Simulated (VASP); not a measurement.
# MoSeS in VASP: a series of runs

The runs below take MoSeS through single point, with LDA.

Everything below comes from runs of VASP 6.6.1. Logs are shortened: lines on timing, memory, paths and dates and some standing lists are left out, and cuts for length are marked.

### 1 The cell of the first run

The cell holds a sheet with vacuum, 3 atoms: a = 3.240 Å, b = 3.240 Å, c = 17.200 Å, α = 90.00°, β = 90.00°, γ = 120.00°.

### 2 Single point, LDA

Contents of INCAR:

```
SYSTEM = MoSeS
PREC = Accurate ; ENCUT = 400
EDIFF = 1E-6 ; ISMEAR = 0
SIGMA = 0.03 ; LREAL = .FALSE.
LASPH = .TRUE. ; NELM = 120
ALGO = Normal ; ISIF = 2
LWAVE = .FALSE. ; LCHARG = .FALSE.
LDIPOL = .TRUE. ; IDIPOL = 3
DIPOL = 0.5 0.5 0.499 ; NBANDS = 20
GGA_COMPAT = .FALSE. ; NELMDL = -8
```

Contents of KPOINTS:

```
Automatic mesh
0
G
  12 12 1
  0 0 0
```

Contents of POSCAR:

```
MoSeS
1.0
    3.2400000000      0.0000000000      0.0000000000
   -1.6200000000      2.8059223083      0.0000000000
    0.0000000000      0.0000000000     17.2000000000
S Mo Se
1 1 1
Direct
    0.6666670000      0.3333330000      0.4069767442
    0.3333330000      0.6666670000      0.4959302326
    0.6666670000      0.3333330000      0.5930232558
```

Potentials or basis: VASP PAW LDA potentials, release 64 (S, Mo_sv, Se).

The run is started by

```bash
> cat potpaw_LDA.64/S/POTCAR potpaw_LDA.64/Mo_sv/POTCAR potpaw_LDA.64/Se/POTCAR > POTCAR
> mpirun -np 1 vasp_std > vasp.out
```

OUTCAR:

```text
SYSTEM = MoSeS
   PREC = Accurate
   ENCUT = 400
   EDIFF = 1E-6
   ISMEAR = 0
   LREAL = .FALSE.
   LASPH = .TRUE.
   NELM = 120
   ISIF = 2
   NELMDL = -8

 ion  position               nearest neighbor table
   1  0.667  0.333  0.407-   2 2.42   2 2.42   2 2.42
   2  0.333  0.667  0.496-   1 2.42   1 2.42   1 2.42   3 2.51   3 2.51   3 2.51
   3  0.667  0.333  0.593-   2 2.51   2 2.51   2 2.51

  LATTYP: Found a hexagonal cell.
 ALAT       =     3.2400000000
 C/A-ratio  =     5.3086419753

  Lattice vectors:

 A1 = (   3.2400000000,   0.0000000000,   0.0000000000)
 A2 = (  -1.6200000000,   2.8059223083,   0.0000000000)
 A3 = (   0.0000000000,   0.0000000000,  17.2000000000)

Analysis of symmetry for initial positions (statically):
=====================================================================
 Subroutine PRICEL returns:
 Original cell was already a primitive cell.

 Routine SETGRP: Setting up the symmetry group for a
 hexagonal supercell.

 Subroutine GETGRP returns: Found  6 space group operations
 (whereof  6 operations were pure point group operations)
 out of a pool of 24 trial point group operations.

The static configuration has the point symmetry C_3v.

Analysis of symmetry for dynamics (positions and initial velocities):
=====================================================================
 Subroutine PRICEL returns:
 Original cell was already a primitive cell.

 Routine SETGRP: Setting up the symmetry group for a
 hexagonal supercell.

 Subroutine GETGRP returns: Found  6 space group operations
 (whereof  6 operations were pure point group operations)
 out of a pool of 24 trial point group operations.

The dynamic configuration has the point symmetry C_3v.

 Subroutine INISYM returns: Found  6 space group operations
 (whereof  6 operations are pure point group operations),
 and found     1 'primitive' translations

----------------------------------------------------------------------------------------

                                     Primitive cell

  volume of cell :     156.3684

  direct lattice vectors                    reciprocal lattice vectors
     3.240000000  0.000000000  0.000000000     0.308641975  0.178194528  0.000000000
    -1.620000000  2.805922308  0.000000000     0.000000000  0.356389055  0.000000000
     0.000000000  0.000000000 17.200000000     0.000000000  0.000000000  0.058139535

[... 83 lines left out ...]
   IBRION =     -1    ionic relax: 0-MD 1-quasi-New 2-CG
   NFREE  =      0    steps in history (QN), initial steepest desc. (CG)
   ISIF   =      2    stress and relaxation
   ISYM   =      2    0-nonsym 1-usesym 2-fastsym
   POTIM  = 0.5000    time-step for ionic-motion
   TEBEG  =    0.0;   TEEND  =   0.0 temperature during run
   PSTRESS=    0.0 pullay stress
   NELECT =      26.0000    total number of electrons
   NUPDOWN=      -1.0000    fix difference up-down
   EMIN   =  10.00;   EMAX   =-10.00  energy-range for DOS
   EFERMI =   0.00;   METHOD = LEGACY
   ISMEAR =     0;   SIGMA  =   0.03  broadening in eV -4-tet -1-fermi 0-gaus
   EFERMI_NEDOS =   21; number of points for ismear=-14 and -15
   IALGO  =     38    algorithm
   IMIX   =      4    mixing-type and parameters
     AMIX     =   0.40;   BMIX     =  1.00
     AMIX_MAG =   1.60;   BMIX_MAG =  1.00
  volume/ion in A,a.u.               =      52.12       351.74
  Fermi-wavevector in a.u.,A,eV,Ry     =   0.900222  1.701173 11.026155  0.810399
  Thomas-Fermi vector in A             =   2.023153
   LORBIT       =      0    0 simple, 1 ext, 2 COOP (PROOUT), +10 PAW based schemes
   GGA     = CA    functional components
   LHFCALC =     F    Hartree Fock is set to
   AEXX    =    0.0000 exact exchange contribution
   IVDW    =     0    specifies the selected vdW correction
   LEPSILON=     F    determine dielectric tensor
   LRPA    =     F    only Hartree local field effects (RPA)
 non-spin polarized calculation
 Gauss-broadening in eV      SIGMA  =   0.03
  energy-cutoff  :      400.00
  volume of cell :      156.37
 maximum number of plane-waves:      2861
 NGX is ok and might be reduce to    24
   NGX = 11   NGY = 11   NGZ = 57

 dipolmoment           0.000000      0.000000      0.000004 electrons x Angstroem

 number of electron      26.0000003 magnetization

 dipolmoment           0.000000      0.000000     -0.033181 electrons x Angstroem

 Free energy of the ion-electron system (eV)
  ---------------------------------------------------
  ext. energy  EPLUGINS =         0.00000000
  ---------------------------------------------------
  free energy    TOTEN  =       -23.37761079 eV

  energy without entropy =      -23.37761079  energy(sigma->0) =      -23.37761079

 E-fermi :  -1.1548     XC(G=0):  -4.6140

 val. band max:       -1.4647493866   @ k =   0.0000   0.0000   0.0000
 cond. band min:       0.1032207131   @ k =   0.3333   0.3333   0.0000
 fundamental gap:      1.5679700998
 Fermi energy:        -1.1548358790

 k-point     1 :       0.0000    0.0000    0.0000
  band No.  band energies     occupation
      1     -61.8972      2.00000
      2     -36.2540      2.00000
      3     -36.0479      2.00000
      4     -36.0478      2.00000
      5     -15.6974      2.00000
      6     -14.2841      2.00000
[... 426 lines left out ...]
     19       5.7046      0.00000
     20       7.8581      0.00000

------------------------ aborting loop because EDIFF is reached ----------------------------------------

 vacuum level on the upper side and lower side of the slab       (xc-potential included)        -0.380         0.205

  FORCE on cell =-STRESS in cart. coord.  units (eV):
  Direction    XX          YY          ZZ          XY          YZ          ZX
  --------------------------------------------------------------------------------------
  -------------------------------------------------------------------------------------
  Total       -1.8832820     -1.8832820     -0.8610379     -0.0000000      0.0000000      0.0000000
  in kB      -19.2964239    -19.2964239     -8.8223387     -0.0000000      0.0000000      0.0000000
  external PRESSURE =     -15.8050622 kB  Pullay stress =       0.0000000 kB

 VOLUME and BASIS-vectors are now :
 -----------------------------------------------------------------------------
  energy-cutoff  :      400.00
  volume of cell :      156.37
      direct lattice vectors                 reciprocal lattice vectors
     3.240000000  0.000000000  0.000000000     0.308641975  0.178194528  0.000000000
    -1.620000000  2.805922308  0.000000000     0.000000000  0.356389055  0.000000000
     0.000000000  0.000000000 17.200000000     0.000000000  0.000000000  0.058139535

 POSITION                                       TOTAL-FORCE (eV/Angst)
 -----------------------------------------------------------------------------------
      1.62000      0.93531      7.00000         0.000000     -0.000000      0.495912
     -0.00000      1.87062      8.53000        -0.000000      0.000000     -0.491509
      1.62000      0.93531     10.20000        -0.000000     -0.000000     -0.004404
 -----------------------------------------------------------------------------------
    total drift:                                0.001608     -0.000928     -0.000516

  FREE ENERGIE OF THE ION-ELECTRON SYSTEM (eV)
  ---------------------------------------------------
  free  energy   TOTEN  =       -23.3776107906 eV

  energy  without entropy=      -23.3776107906  energy(sigma->0) =      -23.37761079

 vacuum level on the upper side and lower side of the slab         4.118         4.743
```

Run time: 50 s. Hardware: 1 thread of Intel Xeon Platinum 8488C (Sapphire Rapids), shared host; peak memory 0.22 GiB.

Results:

```yaml
Free_energy: -23.3776 eV
Largest_force: 0.496 eV/Å
Band_gap_on_the_k_mesh: 1.57 eV (least direct gap 1.58 eV)
```

Forces in eV/Å, atoms in the order of the input:
```
S    0.000  0.000  0.496
Mo   0.000  0.000 -0.492
Se   0.000  0.000 -0.004
```

### 3 Single point, LDA

This run uses another cell than the first one.

Contents of INCAR:

```
PREC = Accurate
ENCUT = 400
EDIFF = 1E-6
ISMEAR = 0
SIGMA = 0.03
LREAL = F
LASPH = T
NELM = 120
ALGO = Normal
ISIF = 2
LWAVE = F
LCHARG = F
LDIPOL = T
IDIPOL = 3
DIPOL = 0.5 0.5 0.284
NBANDS = 20
GGA_COMPAT = F
NELMDL = -8
```

Contents of KPOINTS:

```
Automatic mesh
0
Gamma
  12 12 1
```

Contents of POSCAR:

```
MoSeS
1.0
    3.1813144203      0.0000000000      0.0000000000
   -1.5906572101      2.7550991054      0.0000000000
    0.0000000000      0.0000000000     30.1999999990
S Mo Se
1 1 1
Direct
    0.6666666667      0.3333333333      0.2318142505
    0.3333333333      0.6666666667      0.2821020050
    0.6666666667      0.3333333333      0.3380704995
```

Potentials or basis: VASP PAW LDA potentials, release 64 (S, Mo_sv, Se).

The run is started by

```bash
> cat potpaw_LDA.64/S/POTCAR potpaw_LDA.64/Mo_sv/POTCAR potpaw_LDA.64/Se/POTCAR > POTCAR
> mpirun -np 1 vasp_std > vasp.out
```

Wall time 2.8 min (1 thread of Intel Xeon Platinum 8488C (Sapphire Rapids), shared host); peak memory 0.29 GiB.

It converged, with:

* Free energy: -23.4122 eV
* Largest force: 0.078 eV/Å
* Band gap on the k mesh: 1.76 eV

Forces on the atoms (eV/Å):
```
S    0.000  0.000 -0.021
Mo   0.000  0.000 -0.057
Se   0.000  0.000  0.078
```

Levels at points of the mesh, in eV from the valence-band top:
```tsv
k point	band 11	band 12	band 13	band 14	band 15	band 16
(0.00, 0.00, 0.00)	-1.15	-1.15	-0.10	3.03	3.03	3.41
(0.50, 0.00, 0.00)	-1.92	-0.62	-0.61	2.31	2.71	3.84
```
